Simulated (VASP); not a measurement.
# Cs2RhC (P6/mmm) in VASP: a series of runs

Cs2RhC is run at these levels: PBE; tasks: single point, relaxation of cell and atoms.

Everything below comes from runs of VASP 6.6.1. Logs are shortened: lines on timing, memory, paths and dates and some standing lists are left out, and cuts for length are marked.

## (1) The cell of the first run

Symmetry: P6/mmm, No. 191, hexagonal system. The conventional cell has a = 6.122 Å, b = 6.122 Å, c = 3.840 Å, α = 90.00°, β = 90.00°, γ = 120.00°. Within 4.6 Å of Cs (site symmetry -6m2) lie 5 Cs at 3.53 to 3.84 Å and 3 C at 3.53 Å and 6 Rh at 4.02 Å. Within 2.5 Å of Rh (site symmetry 6/mmm) lie 2 C at 1.92 Å. Within 2.5 Å of C (site symmetry 6/mmm) lie 2 Rh at 1.92 Å.

## (2) Single point, PBE

Input file INCAR:

```
PREC     = Accurate       # precision mode
ENCUT    = 520            # plane-wave cutoff, eV
EDIFF    = 1E-7           # SCF threshold, eV
ISMEAR   = 0              # smearing method
SIGMA    = 0.1            # smearing width, eV
LREAL    = False          # projectors in reciprocal space
LASPH    = True           # aspherical terms in the spheres
NELM     = 100            # most SCF steps
ALGO     = Normal         # electronic algorithm
ISIF     = 2              # what is computed and relaxed
LWAVE    = False          # write WAVECAR
LCHARG   = False          # write CHGCAR
GGA      = PE             # functional
NBANDS   = 26             # bands
```

Input file KPOINTS:

```
regular mesh
0
Gamma
  12 12 12
```

Input file POSCAR:

```
Cs2RhC
1.0
    6.1220683190      0.0000000000      0.0000000000
   -3.0610341595      5.3018666880      0.0000000000
    0.0000000000      0.0000000000      3.8400522853
Cs Rh C
2 1 1
Direct
    0.3333333333      0.6666666667      0.0000000000
    0.6666666667      0.3333333333      0.0000000000
    0.0000000000      0.0000000000      0.5000000000
    0.0000000000      0.0000000000      0.0000000000
```

Potentials or basis: VASP PAW PBE potentials, release 64 (Cs_sv, Rh_pv, C).

Launch:

```console
$ cat potpaw_PBE.64/Cs_sv/POTCAR potpaw_PBE.64/Rh_pv/POTCAR potpaw_PBE.64/C/POTCAR > POTCAR
$ mpirun -np 1 vasp_std > vasp.out
```

OUTCAR:

```text
PREC = Accurate
   ENCUT = 520
   EDIFF = 1E-7
   ISMEAR = 0
   LREAL = False
   LASPH = True
   NELM = 100
   ISIF = 2
   GGA = PE

 ion  position               nearest neighbor table
   1  0.333  0.667  0.000-
   2  0.667  0.333  0.000-
   3  0.000  0.000  0.500-   4 1.92   4 1.92
   4  0.000  0.000  0.000-   3 1.92   3 1.92

  LATTYP: Found a hexagonal cell.
 ALAT       =     6.1220683190
 C/A-ratio  =     0.6272475388

  Lattice vectors:

 A1 = (   6.1220683190,   0.0000000000,   0.0000000000)
 A2 = (  -3.0610341595,   5.3018666880,   0.0000000000)
 A3 = (   0.0000000000,   0.0000000000,   3.8400522853)

Analysis of symmetry for initial positions (statically):
=====================================================================
 Subroutine PRICEL returns:
 Original cell was already a primitive cell.

 Routine SETGRP: Setting up the symmetry group for a
 hexagonal supercell.

 Subroutine GETGRP returns: Found 24 space group operations
 (whereof 24 operations were pure point group operations)
 out of a pool of 24 trial point group operations.

The static configuration has the point symmetry D_6h.

Analysis of symmetry for dynamics (positions and initial velocities):
=====================================================================
 Subroutine PRICEL returns:
 Original cell was already a primitive cell.

 Routine SETGRP: Setting up the symmetry group for a
 hexagonal supercell.

 Subroutine GETGRP returns: Found 24 space group operations
 (whereof 24 operations were pure point group operations)
 out of a pool of 24 trial point group operations.

The dynamic configuration has the point symmetry D_6h.

 Subroutine INISYM returns: Found 24 space group operations
 (whereof 24 operations are pure point group operations),
 and found     1 'primitive' translations

----------------------------------------------------------------------------------------

                                     Primitive cell

  volume of cell :     124.6419

  direct lattice vectors                    reciprocal lattice vectors
     6.122068319  0.000000000  0.000000000     0.163343489  0.094306407  0.000000000
[... 80 lines left out ...]
 SYSTEM =  unknown system
   PREC   = accura    normal or accurate (medium, high low for compatibility)
   ISTART =      0    job   : 0-new  1-cont  2-samecut
   ICHARG =      2    charge: 1-file 2-atom 10-const
   ISPIN  =      1    spin polarized calculation?
   LNONCOLLINEAR =      F non collinear calculations
   LSORBIT =      F    spin-orbit coupling
   LASPH  =      T    aspherical Exc in radial PAW
   ENCUT  =  520.0 eV  38.22 Ry    6.18 a.u.  11.38 11.38  7.14*2*pi/ulx,y,z
   NELM   =    100;   NELMIN=  2; NELMDL= -5     # of ELM steps
   EDIFF  = 0.1E-06   stopping-criterion for ELM
   LREAL  =      F    real-space projection
   EDIFFG = 0.1E-05   stopping-criterion for IOM
   NSW    =      0    number of steps for IOM
   IBRION =     -1    ionic relax: 0-MD 1-quasi-New 2-CG
   NFREE  =      0    steps in history (QN), initial steepest desc. (CG)
   ISIF   =      2    stress and relaxation
   ISYM   =      2    0-nonsym 1-usesym 2-fastsym
   POTIM  = 0.5000    time-step for ionic-motion
   TEBEG  =    0.0;   TEEND  =   0.0 temperature during run
   PSTRESS=    0.0 pullay stress
   NELECT =      37.0000    total number of electrons
   NUPDOWN=      -1.0000    fix difference up-down
   EMIN   =  10.00;   EMAX   =-10.00  energy-range for DOS
   EFERMI =   0.00;   METHOD = LEGACY
   ISMEAR =     0;   SIGMA  =   0.10  broadening in eV -4-tet -1-fermi 0-gaus
   EFERMI_NEDOS =   21; number of points for ismear=-14 and -15
   IALGO  =     38    algorithm
   IMIX   =      4    mixing-type and parameters
     AMIX     =   0.40;   BMIX     =  1.00
     AMIX_MAG =   1.60;   BMIX_MAG =  1.00
  volume/ion in A,a.u.               =      31.16       210.28
  Fermi-wavevector in a.u.,A,eV,Ry     =   1.092079  2.063730 16.226804  1.192636
  Thomas-Fermi vector in A             =   2.228337
   LORBIT       =      0    0 simple, 1 ext, 2 COOP (PROOUT), +10 PAW based schemes
   GGA     = PE    functional components
   LHFCALC =     F    Hartree Fock is set to
   AEXX    =    0.0000 exact exchange contribution
   IVDW    =     0    specifies the selected vdW correction
   LEPSILON=     F    determine dielectric tensor
   LRPA    =     F    only Hartree local field effects (RPA)
 non-spin polarized calculation
 Gauss-broadening in eV      SIGMA  =   0.10
  energy-cutoff  :      520.00
  volume of cell :      124.64
 maximum number of plane-waves:      3380
 NGX is ok and might be reduce to    48
   NGX = 23   NGY = 23   NGZ = 15

 number of electron      37.0000005 magnetization

 Free energy of the ion-electron system (eV)
  ---------------------------------------------------
  ext. energy  EPLUGINS =         0.00000000
  ---------------------------------------------------
  free energy    TOTEN  =       -16.06279322 eV

  energy without entropy =      -16.05326964  energy(sigma->0) =      -16.05803143

 E-fermi :   3.3236     XC(G=0):  -8.8671

 val. band max:        3.3181009919   @ k =   0.5000  -0.0000   0.1667
 cond. band min:       3.3300034062   @ k =   0.4167   0.0833   0.1667
 fundamental gap:      0.0119024143
 Fermi energy:         3.3235611202

 k-point     1 :       0.0000    0.0000    0.0000
  band No.  band energies     occupation
      1     -43.0470      2.00000
      2     -42.0651      2.00000
      3     -42.0651      2.00000
      4     -19.8983      2.00000
      5     -19.4255      2.00000
      6      -7.2797      2.00000
[... 685 lines left out ...]
     25       7.5864      0.00000
     26       7.6114      0.00000

 [... further k-points ...]
[... 5 lines left out ...]
  --------------------------------------------------------------------------------------
  -------------------------------------------------------------------------------------
  Total        0.0873808      0.0873808      0.0252524      0.0000000      0.0000000      0.0000000
  in kB        1.1232134      1.1232134      0.3246011      0.0000000      0.0000000      0.0000000
  external PRESSURE =       0.8570093 kB  Pullay stress =       0.0000000 kB

 VOLUME and BASIS-vectors are now :
 -----------------------------------------------------------------------------
  energy-cutoff  :      520.00
  volume of cell :      124.64
      direct lattice vectors                 reciprocal lattice vectors
     6.122068319  0.000000000  0.000000000     0.163343489  0.094306407  0.000000000
    -3.061034160  5.301866688  0.000000000     0.000000000  0.188612815  0.000000000
     0.000000000  0.000000000  3.840052285     0.000000000  0.000000000  0.260413121

 POSITION                                       TOTAL-FORCE (eV/Angst)
 -----------------------------------------------------------------------------------
     -0.00000      3.53458      0.00000         0.000000     -0.000000      0.000000
      3.06103      1.76729      0.00000        -0.000000      0.000000      0.000000
      0.00000      0.00000      1.92003         0.000000      0.000000      0.000000
      0.00000      0.00000      0.00000         0.000000      0.000000      0.000000
 -----------------------------------------------------------------------------------
    total drift:                               -0.000000      0.000000      0.000000

  FREE ENERGIE OF THE ION-ELECTRON SYSTEM (eV)
  ---------------------------------------------------
  free  energy   TOTEN  =       -16.0627932212 eV

  energy  without entropy=      -16.0532696418  energy(sigma->0) =      -16.05803143
```

OSZICAR:

```text
N       E                     dE             d eps       ncg     rms          rms(c)
DAV:   1     0.246204530692E+03    0.24620E+03   -0.18566E+04  7956   0.125E+03
DAV:   2    -0.122928036773E+01   -0.24743E+03   -0.23861E+03  8628   0.272E+02
DAV:   3    -0.187865413148E+02   -0.17557E+02   -0.17353E+02  8504   0.698E+01
DAV:   4    -0.190453249692E+02   -0.25878E+00   -0.25813E+00  8542   0.900E+00
DAV:   5    -0.190486233030E+02   -0.32983E-02   -0.32961E-02  8734   0.997E-01    0.149E+01
DAV:   6    -0.171244352501E+02    0.19242E+01   -0.11613E+01  8690   0.194E+01    0.617E+00
DAV:   7    -0.162510715167E+02    0.87336E+00   -0.48154E+00  8066   0.134E+01    0.478E+00
DAV:   8    -0.160971530576E+02    0.15392E+00   -0.48904E-01  7796   0.449E+00    0.171E+00
DAV:   9    -0.160616155003E+02    0.35538E-01   -0.10466E-01  8418   0.200E+00    0.260E-01
DAV:  10    -0.160623264805E+02   -0.71098E-03   -0.67011E-03  9248   0.408E-01    0.200E-01
DAV:  11    -0.160627974383E+02   -0.47096E-03   -0.11735E-03  8428   0.216E-01    0.416E-02
DAV:  12    -0.160627920144E+02    0.54238E-05   -0.14989E-04  8228   0.634E-02    0.156E-02
DAV:  13    -0.160627919706E+02    0.43859E-07   -0.30290E-05  8700   0.248E-02    0.601E-03
DAV:  14    -0.160627931212E+02   -0.11506E-05   -0.32769E-06  7828   0.937E-03    0.200E-03
DAV:  15    -0.160627932212E+02   -0.99961E-07   -0.34033E-07  7740   0.283E-03
   1 F= -.16062793E+02 E0= -.16058031E+02  d E =-.952358E-02
```

Run time: 6.6 min. Hardware: 1 thread of Intel Xeon Platinum 8259CL at 2.50GHz (Skylake/Cascade Lake), shared host; peak memory 0.55 GiB.

Results:

```yaml
Free_energy: -16.0628 eV
Pressure: 0.1 GPa
```

Caveat: spin-orbit coupling is left out, which moves the levels of the heavy elements.

## (3) Single point, PBE

This run uses another cell than the first one, of 30.68 Å³/atom, 0.985 times its volume.

Input file INCAR:

```
SYSTEM = Cs2RhC
ALGO = Normal
EDIFF = 1E-7
ENCUT = 520
GGA = PE
ISIF = 2
ISMEAR = 0
LASPH = .True.
LCHARG = .False.
LREAL = .False.
LWAVE = .False.
NBANDS = 26
NELM = 80
PREC = Accurate
SIGMA = 0.1
```

Input file KPOINTS:

```
k-points
0
Gamma
  6 6 4
  0 0 0
```

Input file POSCAR:

```
Cs2RhC
1.0
    6.0626576909      0.0000000000      0.0000000000
   -3.0313288454      5.2504155747      0.0000000000
    0.0000000000      0.0000000000      3.8558513713
Cs Rh C
2 1 1
Direct
    0.3333333333      0.6666666667      0.0000000000
    0.6666666667      0.3333333333      0.0000000000
    0.0000000000      0.0000000000      0.5000000000
    0.0000000000      0.0000000000      0.0000000000
```

Potentials or basis: VASP PAW PBE potentials, release 64 (Cs_sv, Rh_pv, C).

Launch:

```console
$ cat potpaw_PBE.64/Cs_sv/POTCAR potpaw_PBE.64/Rh_pv/POTCAR potpaw_PBE.64/C/POTCAR > POTCAR
$ mpirun -np 1 vasp_std > vasp.out
```

Run time: 35 s. Hardware: 1 thread of Intel Xeon 6975P-C (Granite Rapids), shared host; peak memory 0.28 GiB.

Results (log left out):

| Quantity | Value |
| --- | --- |
| Free energy | -16.1405 eV |
| Pressure | 0.3 GPa |

Stress tensor (GPa, compression positive):
```
 0.45  0.00  0.00
 0.00  0.45  0.00
 0.00  0.00 -0.04
```

Levels at points of the mesh, in eV from the Fermi level:
```tsv
k point	band 14	band 15	band 16	band 17	band 18	band 19	band 20	band 21	band 22	band 23
(0.00, 0.00, 0.00)	-1.95	-1.95	-1.42	-1.42	-1.38	-1.38	-0.10	1.07	2.65	3.49
(0.50, 0.00, 0.00)	-1.92	-1.74	-1.68	-1.61	-1.41	-1.36	-0.17	0.86	1.80	2.70
(0.00, 0.00, 0.50)	-3.85	-3.85	-1.64	-1.64	-0.75	1.53	1.53	2.09	2.09	2.53
(0.50, 0.00, 0.50)	-3.93	-3.84	-1.57	-1.39	-1.33	0.06	1.80	2.41	2.46	2.72
```

Caveat: the k points lie up to 0.41 Å⁻¹ apart; spin-orbit coupling is left out, which moves the levels of the heavy elements.

## (4) Single point, PBE, collinear spin, ferromagnetic start

This run uses another cell than the first one, of 30.68 Å³/atom, 0.985 times its volume.

Input file INCAR:

```
SYSTEM = Cs2RhC
PREC = Accurate
ENCUT = 520
EDIFF = 1E-7
ISMEAR = 0
SIGMA = 0.1
LREAL = .False.
LASPH = .True.
NELM = 150
ALGO = Normal
ISIF = 2
LWAVE = .False.
LCHARG = .False.
ISPIN = 2
MAGMOM = 0 0 1 0
LORBIT = 11
LMAXMIX = 4
GGA = PE
NBANDS = 30
```

Input file KPOINTS:

```
Automatic mesh
0
Gamma
  3 3 4
  0 0 0
```

POSCAR is that of step 3.

Launch:

```console
$ cat potpaw_PBE.64/Cs_sv/POTCAR potpaw_PBE.64/Rh_pv/POTCAR potpaw_PBE.64/C/POTCAR > POTCAR
$ mpirun -np 1 vasp_std > vasp.out
```

Run time: 42 s. Hardware: 1 thread of Intel Xeon 6975P-C (Granite Rapids), shared host; peak memory 0.32 GiB.

It converged, with:

| Property | Result |
| --- | --- |
| Free energy | -16.1371 eV |
| Pressure | 0.3 GPa |
| Net moment | 0.00 μB per cell |
| Valence electrons inside the program's atomic spheres | Cs 6.59; Rh 13.88; C 2.28 |

Stress tensor (GPa, compression positive):
```
0.46 0.00 0.00
0.00 0.46 0.00
0.00 0.00 0.10
```

Levels at points of the mesh, in eV from the Fermi level:
Spin up:
```csv
k point,band 15,band 16,band 17,band 18,band 19,band 20,band 21,band 22
"(0.00, 0.00, 0.00)",-1.98,-1.45,-1.45,-1.41,-1.41,-0.12,1.03,2.61
"(0.00, 0.00, 0.50)",-3.87,-1.68,-1.68,-0.78,1.49,1.49,2.05,2.05
```
Spin down:
```tsv
k point	band 16	band 17	band 18	band 19	band 20	band 21
(0.00, 0.00, 0.00)	-1.45	-1.45	-1.41	-1.41	-0.12	1.03
(0.00, 0.00, 0.50)	-1.68	-1.68	-0.78	1.49	1.49	2.05
```

Caveat: the k points lie up to 0.41 Å⁻¹ apart; spin-orbit coupling is left out, which moves the levels of the heavy elements.

[end of part 1 of 2]
